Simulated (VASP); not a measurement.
**FeSi: relaxation of the atoms with PBE**

Crystal: FeSi.

```
Fe Si
1.0
     4.19691    0.00000    0.00000
     0.00000    4.19691    0.00000
     0.00000    0.00000    4.19691
Fe Si
4 4
Direct
  0.14057 0.14057 0.14057
  0.35943 0.85943 0.64057
  0.64057 0.35943 0.85943
  0.85943 0.64057 0.35943
  0.84279 0.84279 0.84279
  0.65721 0.15721 0.34279
  0.34279 0.65721 0.15721
  0.15721 0.34279 0.65721
```

```yaml
Program: VASP 6.6.1
Task: relaxation of the atoms
Functional: PBE
Potentials_or_basis: VASP PAW PBE potentials, release 64 (Fe, Si)
Cutoff: 520 eV
k_mesh: 8 × 8 × 8
Occupations: gaussian, width 0.05 eV
Spin: no spin polarisation
Dipole_correction: no
Further_INCAR_settings: ALGO = Normal; EDIFF = 1e-06; IBRION = 2; EDIFFG = -0.01; NSW = 60
```

```json
{
  "Energy gained by relaxing": "0.7 meV/atom",
  "Ionic steps": "3",
  "Pressure after relaxing": "57.5 GPa",
  "Band gap on the k mesh": "0.15 eV (least direct gap 0.18 eV)"
}
```

Forces in eV/Å, atoms in the order of the input:
```
Fe   0.000  0.000  0.000
Fe   0.000  0.000  0.000
Fe   0.000  0.000  0.000
Fe   0.000  0.000  0.000
Si   0.001  0.001  0.001
Si  -0.001 -0.001  0.001
Si   0.001 -0.001 -0.001
Si  -0.001  0.001 -0.001
```

The path:
```
step  energy change (eV)  largest force (eV/Å)  pressure (GPa)
   1              0.0000                0.2283           57.97
   2             -0.0054                0.0136           57.56
   3             -0.0054                0.0020           57.54
```

Final structure:
```cif
data_structure
_symmetry_space_group_name_H-M 'P 1'
_symmetry_Int_Tables_number 1
_cell_length_a 4.1969
_cell_length_b 4.1969
_cell_length_c 4.1969
_cell_angle_alpha 90.000
_cell_angle_beta 90.000
_cell_angle_gamma 90.000
_cell_volume 73.92
loop_
_atom_site_label
_atom_site_type_symbol
_atom_site_fract_x
_atom_site_fract_y
_atom_site_fract_z
_atom_site_occupancy
Fe1 Fe 0.14201 0.14201 0.14201 1
Fe2 Fe 0.35799 0.85799 0.64201 1
Fe3 Fe 0.64201 0.35799 0.85799 1
Fe4 Fe 0.85799 0.64201 0.35799 1
Si1 Si 0.84331 0.84331 0.84331 1
Si2 Si 0.65669 0.15669 0.34331 1
Si3 Si 0.34331 0.65669 0.15669 1
Si4 Si 0.15669 0.34331 0.65669 1
```

Levels at points of the mesh, in eV from the valence-band top:
| k point | band 20 | band 21 | band 22 | band 23 | band 24 | band 25 | band 26 | band 27 | band 28 | band 29 |
| --- | --- | --- | --- | --- | --- | --- | --- | --- | --- | --- |
| (0.00, 0.00, 0.00) | -0.39 | -0.39 | -0.39 | -0.10 | -0.10 | 0.84 | 0.84 | 0.84 | 3.94 | 3.94 |
| (0.50, 0.00, 0.00) | -1.63 | -0.53 | -0.53 | 0.00 | 0.00 | 0.20 | 0.20 | 2.10 | 2.10 | 3.01 |
| (0.50, 0.50, 0.00) | -1.63 | -1.28 | -1.28 | -0.48 | -0.48 | 0.77 | 0.77 | 1.66 | 1.66 | 3.55 |
| (0.50, 0.50, 0.50) | -0.96 | -0.91 | -0.91 | -0.91 | -0.91 | 0.60 | 0.60 | 0.60 | 0.60 | 6.85 |

Run time: 86 s on 1 thread of AMD EPYC 9R45 96-Core Processor (Zen 5), on a shared host, peak memory 0.2 GiB.

A k mesh can miss the band edges. Spin polarisation is off, so any magnetic state and its effect on volume and gap are missing.
